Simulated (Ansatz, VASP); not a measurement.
**Two plane-wave programs on Ta**

```
Ta
1.0
     2.93776    0.00000    0.00000
    -1.46888    2.54417    0.00000
     0.00000    0.00000    5.23537
Ta
2
Direct
  0.33333 0.66667 0.25000
  0.66667 0.33333 0.75000
```

Alike in both runs: task single point; functional PBEsol; k mesh 14 × 14 × 7; occupations fermi-dirac, width 0.1 eV; no spin polarisation.

```csv
,VASP,Ansatz
version,VASP 6.6.1,Ansatz 0.2.0
potentials or method,"VASP PAW PBE potentials, release 64 (Ta_pv), cutoff 520 eV","plane waves (420 eV) with PAW, scalar-relativistic"
valence electrons in the cell,22,26
```

|  | VASP | Ansatz | Ansatz less VASP |
| --- | --- | --- | --- |
| pressure (GPa) | -13.1 | -13.1 | -0.04 |
| traceless stress, the component that is largest in VASP (GPa) | 0.28 | 0.26 | -0.014 |

VASP's potentials were made for PBE, not for PBEsol, and Ansatz warns of the same on its side. The functional is the same, so the differences come from potentials, cutoffs and numerics. VASP's potentials hold 22 valence electrons a cell and Ansatz's 26, so a difference there can come from the potentials and not from the codes.

Spin-orbit coupling is off throughout.
